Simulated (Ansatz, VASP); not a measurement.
This is a calculation of Pb for Ansatz 0.2.0.

The input input.yaml:

```yaml
crystal:
  lattice:
    - [0.0, 2.5235621278, 2.5235621278]
    - [2.5235621278, 0.0, 2.5235621278]
    - [2.5235621278, 2.5235621278, 0.0]
  atoms:
    - { symbol: Pb, position: [0.0, 0.0, 0.0], spin: 0.501, spin_axis: [0.57735, 0.57735, 0.57735] }
kpoints:
  mp_grid: { grid: [7, 7, 7] }
scf:
  occupations: { method: fermi_dirac, width: 0.025 }
hamiltonian:
  xc: rpbe
  dispersion: d3bj
  pseudopotentials: { kind: all_electron, lapw: { basis_error: 0.001 } }
magnetization:
  noncollinear: true
  spin_orbit: true
output:
  forces: true
  stress: true
  eigenvalues: true
```

Potentials or basis: all-electron LAPW, relativistic spinors.

Run with:

```sh
$ ansatz run input.yaml --threads 1 --pin off --max-ram 2560MiB --backend cpu --events-out ev --progress --plain --runs-dir out
```

Problem. Translate it to VASP 6.6.1. Potentials there: VASP PAW PBE potentials, release 64 (Pb_d).

Solution. As run (the cutoff follows the program's own potentials):

The input INCAR:

```
ALGO = Normal
EDIFF = 1E-6
ENCUT = 520
GGA = RP
GGA_COMPAT = F
ISIF = 2
ISMEAR = -1
IVDW = 12
LASPH = T
LCHARG = F
LORBIT = 11
LORBMOM = T
LREAL = F
LSORBIT = T
LWAVE = F
MAGMOM = 0.289 0.289 0.289
NBANDS = 25
NELM = 150
PREC = Accurate
SIGMA = 0.025
```

The input KPOINTS:

```
k-points
0
Gamma
  7 7 7
```

File POSCAR:

```
Pb
1.0
    0.0000000000      2.5235621278      2.5235621278
    2.5235621278      0.0000000000      2.5235621278
    2.5235621278      2.5235621278      0.0000000000
Pb
1
Direct
    0.0000000000      0.0000000000      0.0000000000
```

Potentials or basis: VASP PAW PBE potentials, release 64 (Pb_d).

Command:

```bash
$ cat potpaw_PBE.64/Pb_d/POTCAR > POTCAR
$ mpirun -np 1 vasp_ncl > vasp.out
```

Both were run:

|  | VASP | Ansatz | Ansatz less VASP |
| --- | --- | --- | --- |
| pressure (GPa) | -16.9 | -16.9 | 0.00 |
| net moment per atom (μB) | 0.00 | 0.00 | 0.000 |

VASP's potentials were made for PBE, not for RPBE. Ansatz ran all-electron here, and VASP with PAW potentials.

Noted on Ansatz's run: the k mesh is thin for a metal, which can move the energy by tens of meV per atom.
